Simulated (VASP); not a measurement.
Input of a VASP 6.6.1 run:

INCAR

```
SYSTEM = ScAl
ALGO = Normal
EDIFF = 1E-8
ENCUT = 600
GGA = PS
IBRION = 6
ISIF = 3
ISMEAR = -1
LASPH = .TRUE.
LCHARG = .FALSE.
LREAL = .FALSE.
LWAVE = .FALSE.
NELM = 80
NFREE = 2
NSW = 1
POTIM = 0.015
PREC = Accurate
SIGMA = 0.15
```

Contents of KPOINTS:

```
k-points
0
G
  12 12 12
  0 0 0
```

The input POSCAR:

```
ScAl
1.0
    3.3478901151      0.0000000000      0.0000000000
    0.0000000000      3.3478901151      0.0000000000
    0.0000000000      0.0000000000      3.3478901151
Sc Al
1 1
Direct
    0.5000000000      0.5000000000      0.5000000000
    0.0000000000      0.0000000000      0.0000000000
```

Potentials or basis: VASP PAW PBE potentials, release 64 (Sc_sv, Al).

Run with:

```bash
$ cat potpaw_PBE.64/Sc_sv/POTCAR potpaw_PBE.64/Al/POTCAR > POTCAR
$ mpirun -np 1 vasp_std > vasp.out
```

Q: What does it give for the elastic constants C11, C12, C44?

A: 95, 73, 92 GPa.

Q: Predict the Voigt bulk modulus.

A: 81 GPa.

Q: Predict the highest phonon frequency at Γ, LO-TO splitting left out.

A: 290 cm⁻¹.

Phonon frequencies in cm⁻¹ (negative: imaginary):
| q point | frequencies |
| --- | --- |
| (0.000, 0.000, 0.000) | 0 0 0 290 290 290 |

Caveat: the PAW data sets were made with another functional, which shifts forces and pressure a little.
